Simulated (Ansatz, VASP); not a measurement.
## Two plane-wave programs on C

```
C
1.0
     0.00000    1.78014    1.80684
     1.78014    0.00000    1.80684
     1.78014    1.78014    0.00000
C
2
Direct
  0.50000 0.50000 0.50000
  0.75000 0.75000 0.75000
```

Change from the starting cell: strain +0.0150 x Voigt [0, 0, 1, 0, 0, 0], atoms carried along.

Alike in both runs: task single point; functional r2SCAN; k mesh 12 × 12 × 12; occupations gaussian, width 0.05 eV; no spin polarisation.

```csv
,VASP,Ansatz
version,VASP 6.6.1,Ansatz 0.2.0
potentials or method,"VASP PAW PBE potentials, release 64 (C_h), cutoff 910 eV","scalar-relativistic, plane waves, PAW"
valence electrons in the cell,8,8
```

```tsv
	VASP	Ansatz	Ansatz less VASP
gap on the k mesh at the Fermi level (eV)	4.15	4.15	-0.002
least direct gap on the mesh (eV)	5.71	5.71	+0.001
```

VASP's potentials were made for PBE, not for r2SCAN. With one functional, cell and mesh, what is left measures potentials, basis and numerics.

Noted on VASP's run: the cutoff is short for stress, so the pressure is rough.
